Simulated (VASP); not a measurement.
Here is a VASP 6.6.1 calculation.

The input INCAR:

```
SYSTEM = CsEu
PREC = Accurate ; ENCUT = 520
EDIFF = 1E-7 ; ISMEAR = 1
SIGMA = 0.3 ; LREAL = .False.
LASPH = .True. ; NELM = 150
ALGO = Normal ; ISIF = 2
LWAVE = .False. ; LCHARG = .True.
ISPIN = 2 ; MAGMOM = 0 7
LORBIT = 11 ; LMAXMIX = 6
GGA = PE ; LELF = .True.
LVHAR = .True. ; NBANDS = 24
```

File KPOINTS:

```
regular mesh
0
Gamma
  6 6 3
  0 0 0
```

POSCAR

```
CsEu
1.0
    4.4644198800      0.0000000000      0.0000000000
   -2.2322099400      3.8663010300      0.0000000000
    0.0000000000      0.0000000000      8.0086310000
Cs Eu
1 1
Direct
    0.0000000000      0.0000000000      0.5000000000
    0.6666666667      0.3333333333      0.0000000000
```

Potentials or basis: VASP PAW PBE potentials, release 64 (Cs_sv, Eu).

Launch:

```sh
$ cat potpaw_PBE.64/Cs_sv/POTCAR potpaw_PBE.64/Eu/POTCAR > POTCAR
$ mpirun -np 1 vasp_std > vasp.out
```

Task: Predict the site moments.

Result: Cs +0.01; Eu +6.77 μB.

Task: Predict the pressure.

Result: -0.2 GPa.

 The state reached can hang on the start; a lower one may exist.
